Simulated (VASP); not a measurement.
# AlN (P1) in VASP: a series of runs

Runs on AlN. Level: PBE. Tasks: single point.

Program: VASP 6.6.1. These are calculated values, not measurements. Logs are shortened: lines on timing, memory, paths and dates and some standing lists are left out, and cuts for length are marked.

### 1 The cell of the first run

The typed cell holds 8 atoms: a = 3.111 Å, b = 3.111 Å, c = 9.975 Å, α = 88.21°, β = 86.42°, γ = 60.00°.

### 2 Single point, PBE

File INCAR:

```
PREC = Accurate
ENCUT = 520
EDIFF = 1E-6
ISMEAR = 0
SIGMA = 0.05
LREAL = F
LASPH = T
NELM = 60
ALGO = Normal
ISIF = 2
LWAVE = F
LCHARG = F
GGA = PE
NBANDS = 26
```

File KPOINTS:

```
regular mesh
0
Gamma
  8 8 3
```

File POSCAR:

```
AlN
1.0
   -3.1110021516      0.0000000000      0.0000000000
   -1.5555010758     -2.6942068945      0.0000000000
   -0.6222004303      0.0000000000      9.9560000000
Al N
4 4
Direct
    0.1525833333      0.3333333333      0.9037500000
    0.2525833333      0.3333333333      0.4037500000
    0.6359166667      0.6666666667      0.1537500000
    0.5359166667      0.6666666667      0.6537500000
    0.3140833333      0.3333333333      0.0962500000
    0.2140833333      0.3333333333      0.5962500000
    0.5974166667      0.6666666667      0.3462500000
    0.4974166667      0.6666666667      0.8462500000
```

Potentials or basis: VASP PAW PBE potentials, release 64 (Al, N).

Command:

```console
$ cat potpaw_PBE.64/Al/POTCAR potpaw_PBE.64/N/POTCAR > POTCAR
$ mpirun -np 1 vasp_std > vasp.out
```

OUTCAR:

```text
PREC = Accurate
   ENCUT = 520
   EDIFF = 1E-6
   ISMEAR = 0
   LREAL = F
   LASPH = T
   NELM = 60
   ISIF = 2
   GGA = PE

 ion  position               nearest neighbor table
   1  0.153  0.333  0.904-   8 1.89   8 1.89   8 1.89   5 2.01   3 2.81   4 3.07   4 3.07   4 3.07
                             3 3.13
   2  0.253  0.333  0.404-   7 1.89   7 1.89   7 1.89   6 1.92   3 3.07   4 3.07   3 3.07   4 3.07
                             4 3.07   3 3.07
   3  0.636  0.667  0.154-   5 1.89   5 1.89   5 1.89   7 1.92   1 2.81   2 3.07   2 3.07   2 3.07
                             1 3.13
   4  0.536  0.667  0.654-   6 1.89   6 1.89   6 1.89   8 1.92   2 3.07   1 3.07   1 3.07   2 3.07
                             2 3.07   1 3.07
   5  0.314  0.333  0.096-   3 1.89   3 1.89   3 1.89   1 2.01
   6  0.214  0.333  0.596-   4 1.89   4 1.89   4 1.89   2 1.92
   7  0.597  0.667  0.346-   2 1.89   2 1.89   2 1.89   3 1.92
   8  0.497  0.667  0.846-   1 1.89   1 1.89   1 1.89   4 1.92

  LATTYP: Found a base centered monoclinic cell.
 ALAT       =     3.1110021516
 B/A-ratio  =     1.7320508076
 C/A-ratio  =     3.2064983507
 COS(beta)  =    -0.0623733363

  Lattice vectors:

 A1 = (   1.5555010758,  -2.6942068945,   0.0000000000)
 A2 = (   1.5555010758,   2.6942068945,   0.0000000000)
 A3 = (  -0.6222004303,   0.0000000000,   9.9560000000)

Analysis of symmetry for initial positions (statically):
=====================================================================
 Subroutine PRICEL returns:
 Original cell was already a primitive cell.

 Routine SETGRP: Setting up the symmetry group for a
 base centered monoclinic supercell.

 Subroutine GETGRP returns: Found  1 space group operations
 (whereof  1 operations were pure point group operations)
 out of a pool of  4 trial point group operations.

The static configuration has the point symmetry C_1 .

Analysis of symmetry for dynamics (positions and initial velocities):
=====================================================================
 Subroutine PRICEL returns:
 Original cell was already a primitive cell.

 Routine SETGRP: Setting up the symmetry group for a
 base centered monoclinic supercell.

 Subroutine GETGRP returns: Found  1 space group operations
 (whereof  1 operations were pure point group operations)
 out of a pool of  4 trial point group operations.

The dynamic configuration has the point symmetry C_1 .

 Subroutine INISYM returns: Found  1 space group operations
 (whereof  1 operations are pure point group operations),
 and found     1 'primitive' translations

----------------------------------------------------------------------------------------

                                     Primitive cell

  volume of cell :      83.4480

  direct lattice vectors                    reciprocal lattice vectors
    -3.111002152  0.000000000  0.000000000    -0.321439829  0.185583372 -0.020088389
    -1.555501076 -2.694206895  0.000000000     0.000000000 -0.371166744  0.000000000
    -0.622200430  0.000000000  9.956000000     0.000000000  0.000000000  0.100441945

  length of vectors
     3.111002152  3.111002152  9.975423268     0.371709961  0.371166744  0.100441945

  position of ions in fractional coordinates (direct lattice)
     0.152583333  0.333333333  0.903750000
     0.252583333  0.333333333  0.403750000
     0.635916667  0.666666667  0.153750000
     0.535916667  0.666666667  0.653750000
     0.314083333  0.333333333  0.096250000
     0.214083333  0.333333333  0.596250000
     0.597416667  0.666666667  0.346250000
     0.497416667  0.666666667  0.846250000

  ion indices of the primitive-cell ions
   primitive index   ion index
                 1           1
                 2           2
                 3           3
                 4           4
                 5           5
                 6           6
                 7           7
                 8           8

----------------------------------------------------------------------------------------

 KPOINTS: regular mesh

Automatic generation of k-mesh.
 Grid dimensions read from file:
 generate k-points for:    8    8    3

 Generating k-lattice:

  Cartesian coordinates                     Fractional coordinates (reciprocal lattice)
    -0.040179979  0.023197921 -0.002511049     0.125000000  0.000000000  0.000000000
     0.000000000 -0.046395843  0.000000000     0.000000000  0.125000000  0.000000000
     0.000000000  0.000000000  0.033480648     0.000000000  0.000000000  0.333333333

  Length of vectors
     0.046463745  0.046395843  0.033480648

  Shift w.r.t. Gamma in fractional coordinates (k-lattice)
     0.000000000  0.000000000  0.000000000

 Subroutine IBZKPT returns following result:
 ===========================================

 Found     98 irreducible k-points:

 Following reciprocal coordinates:
            Coordinates               Weight
  0.000000  0.000000  0.000000      1.000000
  0.125000  0.000000  0.000000      2.000000
 -0.125000 -0.125000  0.000000      2.000000
  0.250000  0.000000  0.000000      2.000000
 -0.250000 -0.250000  0.000000      2.000000
  0.375000  0.000000 -0.000000      2.000000
[... 16 lines left out ...]
  0.500000  0.250000  0.000000      2.000000
 -0.375000  0.250000  0.000000      2.000000
 [... further k-points ...]
   k-points           NKPTS =     98   k-points in BZ     NKDIM =     98   number of bands    NBANDS=     26
   number of dos      NEDOS =    301   number of ions     NIONS =      8
   total plane-waves  NPLWV =  46080
   dimension x,y,z NGX =    24 NGY =   24 NGZ =   80
   dimension x,y,z NGXF=    48 NGYF=   48 NGZF=  160
   ions per type =               4   4
   NGX,Y,Z   is equivalent  to a cutoff of  12.83, 12.83, 13.33 a.u.
   NGXF,Y,Z  is equivalent  to a cutoff of  25.65, 25.65, 26.66 a.u.
 SYSTEM =  unknown system
   PREC   = accura    normal or accurate (medium, high low for compatibility)
   ISTART =      0    job   : 0-new  1-cont  2-samecut
   ICHARG =      2    charge: 1-file 2-atom 10-const
   ISPIN  =      1    spin polarized calculation?
   LNONCOLLINEAR =      F non collinear calculations
   LSORBIT =      F    spin-orbit coupling
   LASPH  =      T    aspherical Exc in radial PAW
   ENCUT  =  520.0 eV  38.22 Ry    6.18 a.u.   5.78  5.78 18.55*2*pi/ulx,y,z
   NELM   =     60;   NELMIN=  2; NELMDL= -5     # of ELM steps
   EDIFF  = 0.1E-05   stopping-criterion for ELM
   LREAL  =      F    real-space projection
   EDIFFG = 0.1E-04   stopping-criterion for IOM
   NSW    =      0    number of steps for IOM
   IBRION =     -1    ionic relax: 0-MD 1-quasi-New 2-CG
   NFREE  =      0    steps in history (QN), initial steepest desc. (CG)
   ISIF   =      2    stress and relaxation
   ISYM   =      2    0-nonsym 1-usesym 2-fastsym
   POTIM  = 0.5000    time-step for ionic-motion
   TEBEG  =    0.0;   TEEND  =   0.0 temperature during run
   PSTRESS=    0.0 pullay stress
   NELECT =      32.0000    total number of electrons
   NUPDOWN=      -1.0000    fix difference up-down
   EMIN   =  10.00;   EMAX   =-10.00  energy-range for DOS
   EFERMI =   0.00;   METHOD = LEGACY
   ISMEAR =     0;   SIGMA  =   0.05  broadening in eV -4-tet -1-fermi 0-gaus
   EFERMI_NEDOS =   21; number of points for ismear=-14 and -15
   IALGO  =     38    algorithm
   IMIX   =      4    mixing-type and parameters
     AMIX     =   0.40;   BMIX     =  1.00
     AMIX_MAG =   1.60;   BMIX_MAG =  1.00
  volume/ion in A,a.u.               =      10.43        70.39
  Fermi-wavevector in a.u.,A,eV,Ry     =   1.189377  2.247596 19.247033  1.414617
  Thomas-Fermi vector in A             =   2.325485
   LORBIT       =      0    0 simple, 1 ext, 2 COOP (PROOUT), +10 PAW based schemes
   GGA     = PE    functional components
   LHFCALC =     F    Hartree Fock is set to
   AEXX    =    0.0000 exact exchange contribution
   IVDW    =     0    specifies the selected vdW correction
   LEPSILON=     F    determine dielectric tensor
   LRPA    =     F    only Hartree local field effects (RPA)
 non-spin polarized calculation
 Gauss-broadening in eV      SIGMA  =   0.05
  energy-cutoff  :      520.00
  volume of cell :       83.45
 maximum number of plane-waves:      2261
   NGX = 11   NGY = 11   NGZ = 37

 number of electron      31.9999996 magnetization

 Free energy of the ion-electron system (eV)
  ---------------------------------------------------
  ext. energy  EPLUGINS =         0.00000000
  ---------------------------------------------------
  free energy    TOTEN  =       -59.09353039 eV

  energy without entropy =      -59.09353039  energy(sigma->0) =      -59.09353039

 E-fermi :   6.7567     XC(G=0): -10.9287

 val. band max:        6.4710185011   @ k =   0.0000   0.0000   0.0000
 cond. band min:      10.2225291988   @ k =   0.0000   0.0000   0.0000
 fundamental gap:      3.7515106976
 Fermi energy:         6.7566817888

 k-point     1 :       0.0000    0.0000    0.0000
  band No.  band energies     occupation
      1      -9.0082      2.00000
      2      -8.1263      2.00000
      3      -8.1015      2.00000
      4      -6.8418      2.00000
      5       0.2199      2.00000
      6       2.8595      2.00000
[... 18 lines left out ...]
     25      17.4000      0.00000
     26      17.5932      0.00000

 k-point     2 :       0.1250    0.0000    0.0000
  band No.  band energies     occupation
      1      -8.8102      2.00000
      2      -7.9821      2.00000
      3      -7.9004      2.00000
      4      -6.7282      2.00000
      5       0.4557      2.00000
      6       2.7660      2.00000
[... 18 lines left out ...]
     25      17.2168      0.00000
     26      17.7925      0.00000

 k-point     3 :      -0.1250   -0.1250    0.0000
  band No.  band energies     occupation
      1      -8.8083      2.00000
      2      -7.9853      2.00000
      3      -7.8972      2.00000
      4      -6.7328      2.00000
      5       0.4598      2.00000
      6       2.7625      2.00000
[... 572 lines left out ...]
 k-point    23 :       0.5000    0.2500    0.0000
  band No.  band energies     occupation
      1      -7.1310      2.00000
      2      -6.7760      2.00000
      3      -6.5737      2.00000
      4      -6.2156      2.00000
      5       0.9775      2.00000
      6       1.3591      2.00000
[... 18 lines left out ...]
     25      16.9576      0.00000
     26      17.4906      0.00000

 k-point    24 :      -0.3750    0.2500    0.0000
  band No.  band energies     occupation
      1      -6.7666      2.00000
      2      -6.5384      2.00000
      3      -6.4383      2.00000
      4      -6.2348      2.00000
      5       0.8698      2.00000
      6       1.2162      2.00000
[... 18 lines left out ...]
     25      17.0078      0.00000
     26      17.6311      0.00000

 [... further k-points ...]
[... 5 lines left out ...]
  --------------------------------------------------------------------------------------
  -------------------------------------------------------------------------------------
  Total        0.8048295      2.3321046      1.9471403      0.4529673      0.2911204      3.0441323
  in kB       15.4524839     44.7757074     37.3845093      8.6968366      5.5894253     58.4464266
  external PRESSURE =      32.5375669 kB  Pullay stress =       0.0000000 kB

 VOLUME and BASIS-vectors are now :
 -----------------------------------------------------------------------------
  energy-cutoff  :      520.00
  volume of cell :       83.45
      direct lattice vectors                 reciprocal lattice vectors
    -3.111002152  0.000000000  0.000000000    -0.321439829  0.185583372 -0.020088389
    -1.555501076 -2.694206895  0.000000000     0.000000000 -0.371166744  0.000000000
    -0.622200430  0.000000000  9.956000000     0.000000000  0.000000000  0.100441945

 POSITION                                       TOTAL-FORCE (eV/Angst)
 -----------------------------------------------------------------------------------
     -1.55550     -0.89807      8.99774        -1.038649      0.192504      0.323680
     -1.55550     -0.89807      4.01974         0.015740      0.000058      0.136857
     -3.11100     -1.79614      1.53074         0.215306     -0.174524      0.609333
     -3.11100     -1.79614      6.50874        -0.046356     -0.023723      0.120893
     -1.55550     -0.89807      0.95826         1.062332      0.213297     -0.533849
     -1.55550     -0.89807      5.93626        -0.001047     -0.008774     -0.157016
     -3.11100     -1.79614      3.44726         0.035218      0.018798     -0.142254
     -3.11100     -1.79614      8.42526        -0.242542     -0.217637     -0.357646
 -----------------------------------------------------------------------------------
    total drift:                                0.000030      0.000014     -0.000468

  FREE ENERGIE OF THE ION-ELECTRON SYSTEM (eV)
  ---------------------------------------------------
  free  energy   TOTEN  =       -59.0935303868 eV

  energy  without entropy=      -59.0935303868  energy(sigma->0) =      -59.09353039
```

Wall time 3.4 min (1 thread of Intel Xeon 6975P-C, shared host); peak memory 0.3 GiB.

Results:

```yaml
Free_energy: -59.0935 eV
Pressure: 3.3 GPa
Largest_force: 1.208 eV/Å
Band_gap_on_the_k_mesh: 3.75 eV, direct
```

Forces in eV/Å, atoms in the order of the input:
```
Al  -1.039  0.193  0.324
Al   0.016  0.000  0.137
Al   0.215 -0.175  0.609
Al  -0.046 -0.024  0.121
N    1.062  0.213 -0.534
N   -0.001 -0.009 -0.157
N    0.035  0.019 -0.142
N   -0.243 -0.218 -0.358
```

Caveat: forces of over 1 eV/Å act on the atoms, so gaps and moduli don't describe the material at rest.

(Continued in part 2 of 2.)
